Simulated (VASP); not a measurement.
# Hg (R-3m) in VASP: notebook

Hg is run at these levels: PBE; tasks: single point.

Program: VASP 6.6.1. These are calculated values, not measurements. Logs are shortened: lines on timing, memory, paths and dates and some standing lists are left out, and cuts for length are marked.

### Step 1. The cell of the first run

The structure is trigonal, space group R-3m (No. 166). The conventional cell has a = 3.401 Å, b = 3.401 Å, c = 6.588 Å, α = 90.00°, β = 90.00°, γ = 120.00°. Within 3.9 Å of Hg (site symmetry -3m) lie 12 Hg at 2.95 to 3.40 Å.

### Step 2. Single point, PBE

INCAR

```
PREC = Accurate ; ENCUT = 500
EDIFF = 1E-6 ; ISMEAR = 0
SIGMA = 0.1 ; LREAL = F
LASPH = T ; NELM = 120
ALGO = Normal ; ISIF = 2
LWAVE = F ; LCHARG = F
GGA = PE ; NBANDS = 12
GGA_COMPAT = F
```

KPOINTS

```
regular mesh
0
Gamma
  8 8 8
```

POSCAR

```
Hg
1.0
    1.7006723004      0.9818836147      2.1961282769
   -1.7006723004      0.9818836147      2.1961282769
    0.0000000000     -1.9637672195      2.1961282769
Hg
1
Direct
    0.0000000000      0.0000000000      0.0000000000
```

Potentials or basis: VASP PAW PBE potentials, release 64 (Hg).

Launch:

```console
$ cat potpaw_PBE.64/Hg/POTCAR > POTCAR
$ mpirun -np 1 vasp_std > vasp.out
```

OUTCAR:

```text
PREC = Accurate
   ENCUT = 500
   EDIFF = 1E-6
   ISMEAR = 0
   LREAL = F
   LASPH = T
   NELM = 120
   ISIF = 2
   GGA = PE

 ion  position               nearest neighbor table
   1  0.000  0.000  0.000-

  LATTYP: Found a trigonal (rhomboedric) cell.
 ALAT       =     2.9460755423
 COS(alpha) =     0.3335255345

  Lattice vectors:

 A1 = (   1.7006723004,   0.9818836147,   2.1961282769)
 A2 = (  -1.7006723004,   0.9818836147,   2.1961282769)
 A3 = (   0.0000000000,  -1.9637672195,   2.1961282769)

Analysis of symmetry for initial positions (statically):
=====================================================================
 Subroutine PRICEL returns:
 Original cell was already a primitive cell.

 Routine SETGRP: Setting up the symmetry group for a
 trigonal (rhombohedral) supercell.

 Subroutine GETGRP returns: Found 12 space group operations
 (whereof 12 operations were pure point group operations)
 out of a pool of 12 trial point group operations.

The static configuration has the point symmetry D_3d.

Analysis of symmetry for dynamics (positions and initial velocities):
=====================================================================
 Subroutine PRICEL returns:
 Original cell was already a primitive cell.

 Routine SETGRP: Setting up the symmetry group for a
 trigonal (rhombohedral) supercell.

 Subroutine GETGRP returns: Found 12 space group operations
 (whereof 12 operations were pure point group operations)
 out of a pool of 12 trial point group operations.

The dynamic configuration has the point symmetry D_3d.

 Subroutine INISYM returns: Found 12 space group operations
 (whereof 12 operations are pure point group operations),
 and found     1 'primitive' translations

----------------------------------------------------------------------------------------

                                     Primitive cell

  volume of cell :      22.0034

  direct lattice vectors                    reciprocal lattice vectors
     1.700672300  0.981883615  2.196128277     0.294001378  0.169741775  0.151782269
    -1.700672300  0.981883615  2.196128277    -0.294001378  0.169741775  0.151782269
     0.000000000 -1.963767219  2.196128277     0.000000000 -0.339483549  0.151782270

  length of vectors
     2.946075545  2.946075545  2.946075542     0.371869517  0.371869517  0.371869517

  position of ions in fractional coordinates (direct lattice)
     0.000000000  0.000000000  0.000000000

  ion indices of the primitive-cell ions
   primitive index   ion index
                 1           1

----------------------------------------------------------------------------------------

 KPOINTS: regular mesh

Automatic generation of k-mesh.
 Grid dimensions read from file:
 generate k-points for:    8    8    8

 Generating k-lattice:

  Cartesian coordinates                     Fractional coordinates (reciprocal lattice)
     0.036750172  0.021217722  0.018972784     0.125000000  0.000000000  0.000000000
    -0.036750172  0.021217722  0.018972784     0.000000000  0.125000000  0.000000000
     0.000000000 -0.042435444  0.018972784     0.000000000  0.000000000  0.125000000

  Length of vectors
     0.046483690  0.046483690  0.046483690

  Shift w.r.t. Gamma in fractional coordinates (k-lattice)
     0.000000000  0.000000000  0.000000000

 Subroutine IBZKPT returns following result:
 ===========================================

 Found     65 irreducible k-points:

 Following reciprocal coordinates:
            Coordinates               Weight
  0.000000  0.000000  0.000000      1.000000
  0.125000 -0.000000  0.000000      6.000000
  0.250000 -0.000000  0.000000      6.000000
  0.375000  0.000000  0.000000      6.000000
  0.500000 -0.000000  0.000000      3.000000
  0.125000  0.125000  0.000000      6.000000
[... 16 lines left out ...]
  0.250000  0.125000  0.125000      6.000000
  0.375000  0.125000  0.125000      6.000000
 [... further k-points ...]
   k-points           NKPTS =     65   k-points in BZ     NKDIM =     65   number of bands    NBANDS=     12
   number of dos      NEDOS =    301   number of ions     NIONS =      1
   total plane-waves  NPLWV =  13824
   dimension x,y,z NGX =    24 NGY =   24 NGZ =   24
   dimension x,y,z NGXF=    48 NGYF=   48 NGZF=   48
   ions per type =               1
   NGX,Y,Z   is equivalent  to a cutoff of  13.54, 13.54, 13.54 a.u.
   NGXF,Y,Z  is equivalent  to a cutoff of  27.09, 27.09, 27.09 a.u.
 SYSTEM =  unknown system
   PREC   = accura    normal or accurate (medium, high low for compatibility)
   ISTART =      0    job   : 0-new  1-cont  2-samecut
   ICHARG =      2    charge: 1-file 2-atom 10-const
   ISPIN  =      1    spin polarized calculation?
   LNONCOLLINEAR =      F non collinear calculations
   LSORBIT =      F    spin-orbit coupling
   LASPH  =      T    aspherical Exc in radial PAW
   ENCUT  =  500.0 eV  36.75 Ry    6.06 a.u.   5.37  5.37  5.37*2*pi/ulx,y,z
   NELM   =    120;   NELMIN=  2; NELMDL= -5     # of ELM steps
   EDIFF  = 0.1E-05   stopping-criterion for ELM
   LREAL  =      F    real-space projection
   EDIFFG = 0.1E-04   stopping-criterion for IOM
   NSW    =      0    number of steps for IOM
   IBRION =     -1    ionic relax: 0-MD 1-quasi-New 2-CG
   NFREE  =      0    steps in history (QN), initial steepest desc. (CG)
   ISIF   =      2    stress and relaxation
   ISYM   =      2    0-nonsym 1-usesym 2-fastsym
   POTIM  = 0.5000    time-step for ionic-motion
   TEBEG  =    0.0;   TEEND  =   0.0 temperature during run
   PSTRESS=    0.0 pullay stress
   NELECT =      12.0000    total number of electrons
   NUPDOWN=      -1.0000    fix difference up-down
   EMIN   =  10.00;   EMAX   =-10.00  energy-range for DOS
   EFERMI =   0.00;   METHOD = LEGACY
   ISMEAR =     0;   SIGMA  =   0.10  broadening in eV -4-tet -1-fermi 0-gaus
   EFERMI_NEDOS =   21; number of points for ismear=-14 and -15
   IALGO  =     38    algorithm
   IMIX   =      4    mixing-type and parameters
     AMIX     =   0.40;   BMIX     =  1.00
     AMIX_MAG =   1.60;   BMIX_MAG =  1.00
  volume/ion in A,a.u.               =      22.00       148.49
  Fermi-wavevector in a.u.,A,eV,Ry     =   1.337536  2.527576 24.340846  1.789002
  Thomas-Fermi vector in A             =   2.466077
   LORBIT       =      0    0 simple, 1 ext, 2 COOP (PROOUT), +10 PAW based schemes
   GGA     = PE    functional components
   LHFCALC =     F    Hartree Fock is set to
   AEXX    =    0.0000 exact exchange contribution
   IVDW    =     0    specifies the selected vdW correction
   LEPSILON=     F    determine dielectric tensor
   LRPA    =     F    only Hartree local field effects (RPA)
 non-spin polarized calculation
 Gauss-broadening in eV      SIGMA  =   0.10
  energy-cutoff  :      500.00
  volume of cell :       22.00
 maximum number of plane-waves:       603
 NGX is ok and might be reduce to    24
   NGX = 11   NGY = 11   NGZ = 11

 number of electron      11.9999997 magnetization

 Free energy of the ion-electron system (eV)
  ---------------------------------------------------
  ext. energy  EPLUGINS =         0.00000000
  ---------------------------------------------------
  free energy    TOTEN  =        -0.02364354 eV

  energy without entropy =       -0.02171103  energy(sigma->0) =       -0.02267729

 E-fermi :   3.4289     XC(G=0): -11.2259

 val. band max:        3.4020322894   @ k =  -0.2500   0.5000   0.2500
 cond. band min:       3.4959600397   @ k =  -0.3750   0.3750   0.3750
 fundamental gap:      0.0939277503
 Fermi energy:         3.4288711517

 k-point     1 :       0.0000    0.0000    0.0000
  band No.  band energies     occupation
      1      -6.3792      2.00000
      2      -4.6374      2.00000
      3      -4.6374      2.00000
      4      -3.1938      2.00000
      5      -2.9995      2.00000
      6      -2.9995      2.00000
      7      15.7913      0.00000
      8      16.4625      0.00000
      9      16.4625      0.00000
     10      21.1647      0.00000
     11      22.4779      0.00000
     12      22.4779      0.00000

 k-point     2 :       0.1250   -0.0000    0.0000
  band No.  band energies     occupation
      1      -6.0247      2.00000
      2      -4.6129      2.00000
      3      -4.5119      2.00000
      4      -3.1824      2.00000
      5      -3.0466      2.00000
      6      -3.0151      2.00000
      7      13.3931      0.00000
      8      16.1490      0.00000
      9      16.6929      0.00000
     10      21.7878      0.00000
     11      22.1844      0.00000
     12      24.0245      0.00000

 k-point     3 :       0.2500   -0.0000    0.0000
  band No.  band energies     occupation
      1      -5.4120      2.00000
      2      -4.5908      2.00000
      3      -3.7717      2.00000
      4      -3.1533      2.00000
      5      -3.1078      2.00000
      6      -2.9681      2.00000
      7       9.0153      0.00000
      8      16.4317      0.00000
      9      16.9542      0.00000
     10      21.8149      0.00000
     11      21.8440      0.00000
     12      22.8063      0.00000

 k-point     4 :       0.3750    0.0000    0.0000
  band No.  band energies     occupation
      1      -5.2773      2.00000
      2      -4.6268      2.00000
      3      -3.1889      2.00000
      4      -3.0893      2.00000
      5      -2.7546      2.00000
      6      -1.7595      2.00000
      7       4.8519      0.00000
      8      16.2494      0.00000
      9      16.7005      0.00000
     10      21.4201      0.00000
     11      21.8726      0.00000
     12      22.2027      0.00000

 k-point     5 :       0.5000   -0.0000    0.0000
  band No.  band energies     occupation
      1      -5.2898      2.00000
      2      -4.6576      2.00000
      3      -3.2089      2.00000
      4      -3.0594      2.00000
      5      -2.6329      2.00000
      6       1.0876      2.00000
      7       1.3109      2.00000
      8      16.0506      0.00000
      9      16.4759      0.00000
     10      21.0833      0.00000
     11      21.5450      0.00000
     12      22.4942      0.00000
[... 228 lines left out ...]
      1      -5.1607      2.00000
      2      -5.0003      2.00000
      3      -2.8982      2.00000
      4      -2.6862      2.00000
      5      -2.1081      2.00000
      6       3.0757      2.00000
      7       4.4447      0.00000
      8       8.1938      0.00000
      9      13.6635      0.00000
     10      13.8576      0.00000
     11      19.4283      0.00000
     12      27.1451      0.00000

 k-point    22 :       0.1250    0.1250    0.1250
  band No.  band energies     occupation
      1      -5.7621      2.00000
      2      -4.3514      2.00000
      3      -4.3514      2.00000
      4      -3.4338      2.00000
      5      -3.1762      2.00000
      6      -3.1762      2.00000
      7      15.8348      0.00000
      8      16.0478      0.00000
      9      16.0478      0.00000
     10      21.0173      0.00000
     11      22.3451      0.00000
     12      23.4800      0.00000

 k-point    23 :       0.2500    0.1250    0.1250
  band No.  band energies     occupation
      1      -5.1623      2.00000
      2      -4.2991      2.00000
      3      -4.0493      2.00000
      4      -3.3915      2.00000
      5      -3.3472      2.00000
      6      -3.0839      2.00000
      7      11.7424      0.00000
      8      17.3938      0.00000
      9      17.9728      0.00000
     10      19.6394      0.00000
     11      20.1467      0.00000
     12      21.3557      0.00000

 k-point    24 :       0.3750    0.1250    0.1250
  band No.  band energies     occupation
      1      -4.8386      2.00000
      2      -4.3118      2.00000
      3      -3.6610      2.00000
      4      -3.4053      2.00000
      5      -3.3120      2.00000
      6      -1.8787      2.00000
      7       7.2910      0.00000
      8      17.3605      0.00000
      9      17.9706      0.00000
     10      18.5280      0.00000
     11      19.7970      0.00000
     12      21.3621      0.00000

 [... further k-points ...]

------------------------ aborting loop because EDIFF is reached ----------------------------------------

  FORCE on cell =-STRESS in cart. coord.  units (eV):
  Direction    XX          YY          ZZ          XY          YZ          ZX
  --------------------------------------------------------------------------------------
  -------------------------------------------------------------------------------------
  Total        1.4031812      1.4031812      1.4611937     -0.0000000      0.0000000     -0.0000000
  in kB      102.1726689    102.1726691    106.3968506     -0.0000000      0.0000002     -0.0000000
  external PRESSURE =     103.5807295 kB  Pullay stress =       0.0000000 kB

 VOLUME and BASIS-vectors are now :
 -----------------------------------------------------------------------------
  energy-cutoff  :      500.00
  volume of cell :       22.00
      direct lattice vectors                 reciprocal lattice vectors
     1.700672300  0.981883615  2.196128277     0.294001378  0.169741775  0.151782269
    -1.700672300  0.981883615  2.196128277    -0.294001378  0.169741775  0.151782269
     0.000000000 -1.963767219  2.196128277     0.000000000 -0.339483549  0.151782270

 POSITION                                       TOTAL-FORCE (eV/Angst)
 -----------------------------------------------------------------------------------
      0.00000      0.00000      0.00000         0.000000      0.000000      0.000000
 -----------------------------------------------------------------------------------
    total drift:                                0.000000      0.000000      0.000000

  FREE ENERGIE OF THE ION-ELECTRON SYSTEM (eV)
  ---------------------------------------------------
  free  energy   TOTEN  =        -0.0236435409 eV

  energy  without entropy=       -0.0217110311  energy(sigma->0) =       -0.02267729
```

It took 16 s on 1 thread of AMD EPYC 7R43 (Zen 3), shared host; peak memory 0.11 GiB.

Results:

* Free energy: -0.0236 eV
* Pressure: 10.4 GPa
* Band gap on the k mesh: zero (bands 6 and 7 overlap by 3.37 eV)

Stress tensor (GPa, compression positive):
```
10.22  0.00  0.00
 0.00 10.22  0.00
 0.00  0.00 10.64
```

Levels at points of the mesh, in eV from the Fermi level:
```tsv
k point	band 2	band 3	band 4	band 5	band 6	band 7	band 8	band 9	band 10	band 11
(0.00, 0.00, 0.00)	-8.07	-8.07	-6.62	-6.43	-6.43	12.36	13.03	13.03	17.74	19.05
(0.50, 0.00, 0.00)	-8.09	-6.64	-6.49	-6.06	-2.34	-2.12	12.62	13.05	17.65	18.12
(0.50, 0.50, 0.00)	-8.43	-6.33	-6.12	-5.54	-0.35	1.02	4.76	10.23	10.43	16.00
(0.50, 0.50, 0.50)	-7.64	-7.64	-5.65	-5.65	-0.39	1.52	9.71	9.71	11.07	15.77
```

Caveat: the cell stands under pressure; spin-orbit coupling is left out, which moves the levels of the heavy elements.

(Part 1 of 3 ends here.)
